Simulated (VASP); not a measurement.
GePt:

```xyz
8
Lattice="5.7320 0.0000 0.0000 0.0000 3.7010 0.0000 0.0000 0.0000 6.0880" Properties=species:S:1:pos:R:3 pbc="T T T"
Ge    4.6143    2.7757    3.5919
Ge    1.1177    0.9252    2.4961
Ge    3.9837    0.9252    0.5479
Ge    1.7483    2.7757    5.5401
Pt    5.6747    2.7757    1.1872
Pt    0.0573    0.9252    4.9008
Pt    2.9233    0.9252    4.2312
Pt    2.8087    2.7757    1.8568
```

```yaml
Program: VASP 6.6.1
Task: relaxation of cell and atoms
Functional: PBE
Potentials_or_basis: VASP PAW PBE potentials, release 64 (Ge_d, Pt)
Cutoff: 600 eV
k_mesh: 4 × 6 × 4
Occupations: gaussian, width 0.1 eV
Spin: no spin polarisation
```

At the start: pressure 8.0 GPa; volume 16.14 Å³/atom.

Problem. How do energy, volume and symmetry change on relaxing?

Solution. Over 9 steps the energy falls by 25.7 meV/atom and the volume is 16.85 Å³/atom (+4.4 %); space group Pnma (No. 62, to 0.1 Å) before and after.

The path:
| step | energy change (eV) | largest force (eV/Å) | pressure (GPa) | volume (Å³) |
| --- | --- | --- | --- | --- |
| 1 | 0.0000 | 0.4695 | 8.04 | 129.15 |
| 2 | 0.1429 | 0.2758 | -9.34 | 144.89 |
| 3 | -0.1576 | 0.2320 | -0.45 | 135.40 |
| 4 | -0.1577 | 0.2361 | -0.31 | 135.28 |
| 5 | -0.1740 | 0.1803 | -0.16 | 135.09 |
| 6 | -0.1930 | 0.1895 | 0.38 | 134.59 |
| 7 | -0.2010 | 0.0927 | -0.74 | 135.48 |
| 8 | -0.2011 | 0.0835 | -0.85 | 135.58 |
| 9 | -0.2052 | 0.0237 | 0.09 | 134.78 |

Final structure:
```xyz
8
Lattice="5.8344 0.0000 0.0000 0.0000 3.7387 0.0000 0.0000 0.0000 6.1787" Properties=species:S:1:pos:R:3 pbc="T T T"
Ge    4.7521    2.8040    3.6248
Ge    1.0823    0.9347    2.5539
Ge    3.9995    0.9347    0.5355
Ge    1.8349    2.8040    5.6432
Pt    0.0049    2.8040    1.1887
Pt    5.8295    0.9347    4.9900
Pt    2.9123    0.9347    4.2781
Pt    2.9221    2.8040    1.9006
```
